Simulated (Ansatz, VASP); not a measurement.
Ga: VASP beside Ansatz

INCAR

```
SYSTEM = Ga
  PREC = Accurate
  ENCUT = 520
  EDIFF = 1E-7
  ISMEAR = -1
  SIGMA = 0.05
  LREAL = .FALSE.
  LASPH = .TRUE.
  NELM = 100
  ALGO = Normal
  ISIF = 2
  LWAVE = .FALSE.
  LCHARG = .FALSE.
  GGA = CA
  NBANDS = 34
```

The input KPOINTS:

```
Automatic mesh
0
G
  6 6 5
  0 0 0
```

The input POSCAR:

```
Ga
1.0
    3.9100900151     -2.3833993236      0.0000000000
    3.9100900151      2.3833993236      0.0000000000
    0.0000000000      0.0000000000      4.5977665325
Ga
4
Direct
    0.9903150000      0.3344500000      0.2500000000
    0.3344500000      0.9903150000      0.7500000000
    0.0096850000      0.6655500000      0.7500000000
    0.6655500000      0.0096850000      0.2500000000
```

Input for Ansatz:

```yaml
crystal:
  lattice:
    - [3.910090015116399, -2.3833993235633173, 0.0]
    - [3.910090015116399, 2.3833993235633173, 0.0]
    - [0.0, 0.0, 4.597766532530033]
  atoms:
    - { symbol: Ga, position: [0.990315, 0.33445, 0.25] }
    - { symbol: Ga, position: [0.33445, 0.990315, 0.75] }
    - { symbol: Ga, position: [0.009685, 0.66555, 0.75] }
    - { symbol: Ga, position: [0.66555, 0.009685, 0.25] }
basis:
  ecutwfc: 450.0
kpoints:
  mp_grid:
    grid: [6, 6, 5]
hamiltonian:
  xc: lda
scf:
  convergence:
    dr2_threshold: 1.0e-10
  occupations:
    method: fermi_dirac
    width: 0.05
output:
  stress: true
```

Alike in both runs: task single point; functional LDA; k mesh 6 × 6 × 5; occupations fermi-dirac, width 0.05 eV; no spin polarisation.

|  | VASP | Ansatz |
| --- | --- | --- |
| version | VASP 6.6.1 | Ansatz 0.2.0 |
| potentials or method | VASP PAW LDA potentials, release 64 (Ga_d), cutoff 520 eV | plane waves, PAW |
| valence electrons in the cell | 52 | 52 |

```tsv
	VASP	Ansatz	Ansatz less VASP
pressure (GPa)	-5.2	-5.3	-0.09
traceless stress, the component that is largest in VASP (GPa)	0.38	0.39	+0.009
```

LDA's correlation is that of Perdew and Zunger in VASP and of Perdew and Wang (1992) in Ansatz.
